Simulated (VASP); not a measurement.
# WC (Amm2) in VASP: single point with PBEsol

Aim: the single point of WC with PBEsol.

All numbers are computed with VASP 6.6.1; they aren't measurements. Logs are shortened: lines on timing, memory, paths and dates and some standing lists are left out, and cuts for length are marked.

### 1 The cell of the first run

Symmetry: Amm2, No. 38, orthorhombic system. The conventional cell has a = 2.828 Å, b = 2.898 Å, c = 5.020 Å, α = 90.00°, β = 90.00°, γ = 90.00°. W (site symmetry mm2) has 6 C at 2.17 to 2.23 Å and 8 W at 2.83 to 2.90 Å within 2.9 Å. Within 2.9 Å of C (site symmetry mm2) lie 6 W at 2.17 to 2.23 Å and 8 C at 2.83 to 2.90 Å.

### 2 Single point, PBEsol (atoms displaced along a vibrational mode)

INCAR

```
SYSTEM = WC
PREC = Accurate ; ENCUT = 520
EDIFF = 1E-6 ; ISMEAR = 0
SIGMA = 0.15 ; LREAL = .FALSE.
LASPH = .TRUE. ; NELM = 60
ALGO = Normal ; ISIF = 2
LWAVE = .FALSE. ; LCHARG = .FALSE.
GGA = PS ; NBANDS = 16
```

KPOINTS

```
Automatic mesh
0
G
  24 24 22
  0 0 0
```

POSCAR

```
WC
1.0
    2.8984136670      0.0000000000      0.0000000000
   -1.4492068335      2.5100998663      0.0000000000
    0.0000000000      0.0000000000      2.8276119036
W C
1 1
Direct
    0.0006507110      0.0013014220      0.0000000000
    0.6567069036      0.3134138072      0.5000000000
```

Potentials or basis: VASP PAW PBE potentials, release 64 (W_sv, C).

Command:

```
> cat potpaw_PBE.64/W_sv/POTCAR potpaw_PBE.64/C/POTCAR > POTCAR
> mpirun -np 1 vasp_std > vasp.out
```

OUTCAR:

```text
SYSTEM = WC
   PREC = Accurate
   ENCUT = 520
   EDIFF = 1E-6
   ISMEAR = 0
   LREAL = .FALSE.
   LASPH = .TRUE.
   NELM = 60
   ISIF = 2
   GGA = PS

 ion  position               nearest neighbor table
   1  0.001  0.001  0.000-   2 2.17   2 2.17   2 2.17   2 2.17   2 2.23   2 2.23
   2  0.657  0.313  0.500-   1 2.17   1 2.17   1 2.17   1 2.17   1 2.23   1 2.23

  LATTYP: Found a hexagonal cell.
 ALAT       =     2.8984136670
 C/A-ratio  =     0.9755722366

  Lattice vectors:

 A1 = (   2.8984136670,   0.0000000000,   0.0000000000)
 A2 = (  -1.4492068335,   2.5100998663,   0.0000000000)
 A3 = (   0.0000000000,   0.0000000000,   2.8276119036)

Analysis of symmetry for initial positions (statically):
=====================================================================
 Subroutine PRICEL returns:
 Original cell was already a primitive cell.

 Routine SETGRP: Setting up the symmetry group for a
 hexagonal supercell.

 Subroutine GETGRP returns: Found  4 space group operations
 (whereof  4 operations were pure point group operations)
 out of a pool of 24 trial point group operations.

The static configuration has the point symmetry C_2v.

Analysis of symmetry for dynamics (positions and initial velocities):
=====================================================================
 Subroutine PRICEL returns:
 Original cell was already a primitive cell.

 Routine SETGRP: Setting up the symmetry group for a
 hexagonal supercell.

 Subroutine GETGRP returns: Found  4 space group operations
 (whereof  4 operations were pure point group operations)
 out of a pool of 24 trial point group operations.

The dynamic configuration has the point symmetry C_2v.

 Subroutine INISYM returns: Found  4 space group operations
 (whereof  4 operations are pure point group operations),
 and found     1 'primitive' translations

----------------------------------------------------------------------------------------

                                     Primitive cell

  volume of cell :      20.5717

  direct lattice vectors                    reciprocal lattice vectors
     2.898413667  0.000000000  0.000000000     0.345016314  0.199195262  0.000000000
    -1.449206833  2.510099866  0.000000000     0.000000000  0.398390524  0.000000000
     0.000000000  0.000000000  2.827611904     0.000000000  0.000000000  0.353655323

  length of vectors
     2.898413667  2.898413667  2.827611904     0.398390524  0.398390524  0.353655323

  position of ions in fractional coordinates (direct lattice)
     0.000650711  0.001301422  0.000000000
     0.656706904  0.313413807  0.500000000

  ion indices of the primitive-cell ions
   primitive index   ion index
                 1           1
                 2           2

----------------------------------------------------------------------------------------

 KPOINTS: Automatic mesh

Automatic generation of k-mesh.
 Grid dimensions read from file:
 generate k-points for:   24   24   22

 Generating k-lattice:

  Cartesian coordinates                     Fractional coordinates (reciprocal lattice)
     0.014375680  0.008299803  0.000000000     0.041666667  0.000000000  0.000000000
     0.000000000  0.016599605  0.000000000     0.000000000  0.041666667  0.000000000
     0.000000000  0.000000000  0.016075242     0.000000000  0.000000000  0.045454545

  Length of vectors
     0.016599605  0.016599605  0.016075242

  Shift w.r.t. Gamma in fractional coordinates (k-lattice)
     0.000000000  0.000000000  0.000000000

 Subroutine IBZKPT returns following result:
 ===========================================

 Found   1884 irreducible k-points:

 Following reciprocal coordinates:
            Coordinates               Weight
  0.000000  0.000000  0.000000      1.000000
  0.041667 -0.000000  0.000000      4.000000
  0.000000  0.041667  0.000000      2.000000
  0.083333  0.000000  0.000000      4.000000
  0.000000  0.083333  0.000000      2.000000
  0.125000  0.000000  0.000000      4.000000
[... 16 lines left out ...]
  0.000000  0.458333  0.000000      2.000000
  0.500000  0.000000  0.000000      2.000000
 [... further k-points ...]
   k-points           NKPTS =   1884   k-points in BZ     NKDIM =   1884   number of bands    NBANDS=     16
   number of dos      NEDOS =    301   number of ions     NIONS =      2
   total plane-waves  NPLWV =  13824
   dimension x,y,z NGX =    24 NGY =   24 NGZ =   24
   dimension x,y,z NGXF=    48 NGYF=   48 NGZF=   48
   ions per type =               1   1
   NGX,Y,Z   is equivalent  to a cutoff of  13.77, 13.77, 14.11 a.u.
   NGXF,Y,Z  is equivalent  to a cutoff of  27.53, 27.53, 28.22 a.u.
 SYSTEM =  WC
   PREC   = accura    normal or accurate (medium, high low for compatibility)
   ISTART =      0    job   : 0-new  1-cont  2-samecut
   ICHARG =      2    charge: 1-file 2-atom 10-const
   ISPIN  =      1    spin polarized calculation?
   LNONCOLLINEAR =      F non collinear calculations
   LSORBIT =      F    spin-orbit coupling
   LASPH  =      T    aspherical Exc in radial PAW
   ENCUT  =  520.0 eV  38.22 Ry    6.18 a.u.   5.39  5.39  5.26*2*pi/ulx,y,z
   NELM   =     60;   NELMIN=  2; NELMDL= -5     # of ELM steps
   EDIFF  = 0.1E-05   stopping-criterion for ELM
   LREAL  =      F    real-space projection
   EDIFFG = 0.1E-04   stopping-criterion for IOM
   NSW    =      0    number of steps for IOM
   IBRION =     -1    ionic relax: 0-MD 1-quasi-New 2-CG
   NFREE  =      0    steps in history (QN), initial steepest desc. (CG)
   ISIF   =      2    stress and relaxation
   ISYM   =      2    0-nonsym 1-usesym 2-fastsym
   POTIM  = 0.5000    time-step for ionic-motion
   TEBEG  =    0.0;   TEEND  =   0.0 temperature during run
   PSTRESS=    0.0 pullay stress
   NELECT =      18.0000    total number of electrons
   NUPDOWN=      -1.0000    fix difference up-down
   EMIN   =  10.00;   EMAX   =-10.00  energy-range for DOS
   EFERMI =   0.00;   METHOD = LEGACY
   ISMEAR =     0;   SIGMA  =   0.15  broadening in eV -4-tet -1-fermi 0-gaus
   EFERMI_NEDOS =   21; number of points for ismear=-14 and -15
   IALGO  =     38    algorithm
   IMIX   =      4    mixing-type and parameters
     AMIX     =   0.40;   BMIX     =  1.00
     AMIX_MAG =   1.60;   BMIX_MAG =  1.00
  volume/ion in A,a.u.               =      10.29        69.41
  Fermi-wavevector in a.u.,A,eV,Ry     =   1.565820  2.958971 33.358675  2.451793
  Thomas-Fermi vector in A             =   2.668240
   LORBIT       =      0    0 simple, 1 ext, 2 COOP (PROOUT), +10 PAW based schemes
   GGA     = PS    functional components
   LHFCALC =     F    Hartree Fock is set to
   AEXX    =    0.0000 exact exchange contribution
   IVDW    =     0    specifies the selected vdW correction
   LEPSILON=     F    determine dielectric tensor
   LRPA    =     F    only Hartree local field effects (RPA)
 non-spin polarized calculation
 Gauss-broadening in eV      SIGMA  =   0.15
  energy-cutoff  :      520.00
  volume of cell :       20.57
 maximum number of plane-waves:       580
 NGX is ok and might be reduce to    24
   NGX = 11   NGY = 11   NGZ = 11

 number of electron      18.0000000 magnetization

 Free energy of the ion-electron system (eV)
  ---------------------------------------------------
  ext. energy  EPLUGINS =         0.00000000
  ---------------------------------------------------
  free energy    TOTEN  =       -23.87895882 eV

  energy without entropy =      -23.87561480  energy(sigma->0) =      -23.87728681

 E-fermi :  11.0663     XC(G=0): -13.9756

 val. band max:       11.0641684996   @ k =   0.0000   0.4583   0.3636
 cond. band min:      11.0670340961   @ k =   0.4583   0.0000   0.4545
 fundamental gap:      0.0028655965
 Fermi energy:        11.0663035543

 k-point     1 :       0.0000    0.0000    0.0000
  band No.  band energies     occupation
      1     -62.8572      2.00000
      2     -26.8461      2.00000
      3     -26.7390      2.00000
      4     -26.7374      2.00000
      5      -3.4390      2.00000
      6       6.6596      2.00000
[... 8 lines left out ...]
     15      25.4413      0.00000
     16      27.5011      0.00000

 k-point     2 :       0.0417   -0.0000    0.0000
  band No.  band energies     occupation
      1     -62.8562      2.00000
      2     -26.8441      2.00000
      3     -26.7532      2.00000
      4     -26.7420      2.00000
      5      -3.3916      2.00000
      6       6.6770      2.00000
[... 8 lines left out ...]
     15      25.3467      0.00000
     16      27.6186      0.00000

 k-point     3 :       0.0000    0.0417    0.0000
  band No.  band energies     occupation
      1     -62.8562      2.00000
      2     -26.8441      2.00000
      3     -26.7542      2.00000
      4     -26.7409      2.00000
      5      -3.3931      2.00000
      6       6.6821      2.00000
[... 8 lines left out ...]
     15      25.2679      0.00000
     16      27.7798      0.00000

 k-point     4 :       0.0833    0.0000    0.0000
  band No.  band energies     occupation
      1     -62.8531      2.00000
      2     -26.8383      2.00000
      3     -26.7979      2.00000
      4     -26.7522      2.00000
      5      -3.2516      2.00000
      6       6.6991      2.00000
[... 8 lines left out ...]
     15      25.1460      0.00000
     16      27.9340      0.00000
[... 324 lines left out ...]
 k-point    22 :       0.4583    0.0000    0.0000
  band No.  band energies     occupation
      1     -62.7971      2.00000
      2     -27.5706      2.00000
      3     -26.9336      2.00000
      4     -26.7309      2.00000
      5      -0.0404      2.00000
      6       3.9457      2.00000
[... 8 lines left out ...]
     15      24.1437      0.00000
     16      29.0696      0.00000

 k-point    23 :       0.0000    0.4583    0.0000
  band No.  band energies     occupation
      1     -62.7973      2.00000
      2     -27.5642      2.00000
      3     -26.9312      2.00000
      4     -26.7337      2.00000
      5      -0.2630      2.00000
      6       4.1899      2.00000
[... 8 lines left out ...]
     15      24.1645      0.00000
     16      28.9005      0.00000

 k-point    24 :       0.5000    0.0000    0.0000
  band No.  band energies     occupation
      1     -62.7960      2.00000
      2     -27.5842      2.00000
      3     -26.9369      2.00000
      4     -26.7289      2.00000
      5       0.0466      2.00000
      6       3.8863      2.00000
[... 8 lines left out ...]
     15      23.9260      0.00000
     16      29.2400      0.00000

 [... further k-points ...]

------------------------ aborting loop because EDIFF is reached ----------------------------------------

  FORCE on cell =-STRESS in cart. coord.  units (eV):
  Direction    XX          YY          ZZ          XY          YZ          ZX
  --------------------------------------------------------------------------------------
  -------------------------------------------------------------------------------------
  Total        0.5109475     -0.0978392      0.2653634      0.0000000      0.0000000      0.0000000
  in kB       39.7938279     -7.6199521     20.6671423      0.0000000      0.0000000      0.0000000
  external PRESSURE =      17.6136727 kB  Pullay stress =       0.0000000 kB

 VOLUME and BASIS-vectors are now :
 -----------------------------------------------------------------------------
  energy-cutoff  :      520.00
  volume of cell :       20.57
      direct lattice vectors                 reciprocal lattice vectors
     2.898413667  0.000000000  0.000000000     0.345016314  0.199195262  0.000000000
    -1.449206833  2.510099866  0.000000000     0.000000000  0.398390524  0.000000000
     0.000000000  0.000000000  2.827611904     0.000000000  0.000000000  0.353655323

 POSITION                                       TOTAL-FORCE (eV/Angst)
 -----------------------------------------------------------------------------------
      0.00000      0.00327      0.00000         0.000000     -0.824320      0.000000
      1.44921      0.78670      1.41381        -0.000000      0.824320      0.000000
 -----------------------------------------------------------------------------------
    total drift:                               -0.000000     -0.000007      0.000000

  FREE ENERGIE OF THE ION-ELECTRON SYSTEM (eV)
  ---------------------------------------------------
  free  energy   TOTEN  =       -23.8789588218 eV

  energy  without entropy=      -23.8756147998  energy(sigma->0) =      -23.87728681
```

It took 2.9 min on 1 thread of Intel Xeon 6975P-C (Granite Rapids), shared host; peak memory 0.67 GiB.

Results:

```
Free energy            : -23.8790 eV
Pressure               : 1.8 GPa
Largest force          : 0.824 eV/Å
Band gap on the k mesh : zero (bands 9 and 10 overlap by 1.28 eV)
```

Forces in eV/Å, atoms in the order of the input:
```
W    0.000 -0.824  0.000
C    0.000  0.824  0.000
```

Levels at points of the mesh, in eV from the Fermi level:
```
           k point  band 6  band 7  band 8  band 9  band 10  band 11  band 12  band 13
(0.00, 0.00, 0.00)   -4.41   -3.43   -3.30    0.10     3.19     3.33     5.39     5.75
(0.50, 0.00, 0.00)   -7.18   -3.76   -3.68   -0.37     2.37     4.53     4.94     7.18
(0.00, 0.50, 0.00)   -6.92   -3.65   -3.47   -0.51     2.30     4.65     5.03     6.47
(0.00, 0.00, 0.50)   -8.74   -2.38   -1.68   -0.65    -0.59     3.74     4.02     5.07
(0.50, 0.00, 0.50)   -6.45   -4.33   -4.09    0.20     4.49     5.39     6.66     9.24
(0.00, 0.50, 0.50)   -6.67   -4.51   -4.38    0.50     4.48     5.37     6.69     9.55
```

Caveat: the cell differs from its parent crystal (atoms displaced along a vibrational mode); the PAW data sets were made with another functional, which shifts forces and pressure a little; spin-orbit coupling is left out, which moves the levels of the heavy elements.
